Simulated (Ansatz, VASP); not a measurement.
Sb: VASP beside Ansatz

The input POSCAR:

```
Sb
1.0
    2.1706020527      1.2531976795      3.8710910875
   -2.1706020527      1.2531976795      3.8710910875
    0.0000000000     -2.5063953589      3.8710910875
Sb
2
Direct
    0.2313018333      0.2313018333      0.2313018333
    0.7686981667      0.7686981667      0.7686981667
```

Contents of INCAR.step1:

```
SYSTEM = Sb
ALGO = Normal
EDIFF = 1E-4
ENCUT = 520
GGA = PE
ISMEAR = -1
LASPH = .TRUE.
LCHARG = .FALSE.
LREAL = .FALSE.
LWAVE = .TRUE.
NBANDS = 12
NELM = 100
PREC = Accurate
SIGMA = 0.1
```

File INCAR.step2:

```
SYSTEM = Sb
ALGO = Normal
EDIFF = 1E-6
ENCUT = 520
ISIF = 2
ISMEAR = -1
ISTART = 1
LASPH = .TRUE.
LCHARG = .FALSE.
LMIXTAU = .TRUE.
LREAL = .FALSE.
LWAVE = .FALSE.
METAGGA = R2SCAN
NBANDS = 12
NELM = 100
PREC = Accurate
SIGMA = 0.1
```

Contents of KPOINTS:

```
k-points
0
G
  4 4 4
  0 0 0
```

Input for Ansatz:

```yaml
crystal:
  lattice:
    - [2.1706020527, 1.2531976795, 3.8710910875]
    - [-2.1706020527, 1.2531976795, 3.8710910875]
    - [0.0, -2.5063953589, 3.8710910875]
  atoms:
    - { symbol: Sb, position: [0.2313018333, 0.2313018333, 0.2313018333] }
    - { symbol: Sb, position: [0.7686981667, 0.7686981667, 0.7686981667] }
hamiltonian:
  xc: r2scan
  pseudopotentials:
    kind: paw
    azcp:
      Sb: "pseudopotentials/Sb.paw.azcp"
basis:
  ecutwfc: 500
  fft_grid_basis: typed
kpoints:
  mp_grid: { grid: [4, 4, 4], shift: [0, 0, 0] }
magnetization:
  spin_polarized: false
scf:
  occupations: { method: fermi_dirac, width: 0.1 }
  lower_state_search: "off"
output:
  stress: true
  write_density: true
  write_potential: true
  elf: true
  volumetric_format: npy
```

Alike in both runs: task single point; functional r2SCAN; k mesh 4 × 4 × 4; occupations fermi-dirac, width 0.1 eV; no spin polarisation.

|  | VASP | Ansatz |
| --- | --- | --- |
| version | VASP 6.6.1 | Ansatz 0.2.0 |
| potentials or method | VASP PAW PBE potentials, release 64 (Sb), cutoff 520 eV | plane waves (500 eV) with PAW, scalar-relativistic |
| valence electrons in the cell | 10 | 30 |

Ansatz gave:

| Item | Value |
| --- | --- |
| pressure (GPa) | 0.0 |
| traceless stress, the component that is largest in VASP (GPa) | -0.69 |

**Question.** What did VASP give for the same quantities?

**Answer.** Pressure (GPa): 0.1; traceless stress, the component that is largest in VASP (GPa): -0.75.

VASP's potentials were made for PBE, not for r2SCAN. With one functional, cell and mesh, what is left measures potentials, basis and numerics. VASP's potentials hold 10 valence electrons a cell and Ansatz's 30, so a difference there can come from the potentials and not from the codes.

The k mesh is coarse, so the values compare programs but aren't converged. Neither program's run includes spin-orbit coupling.
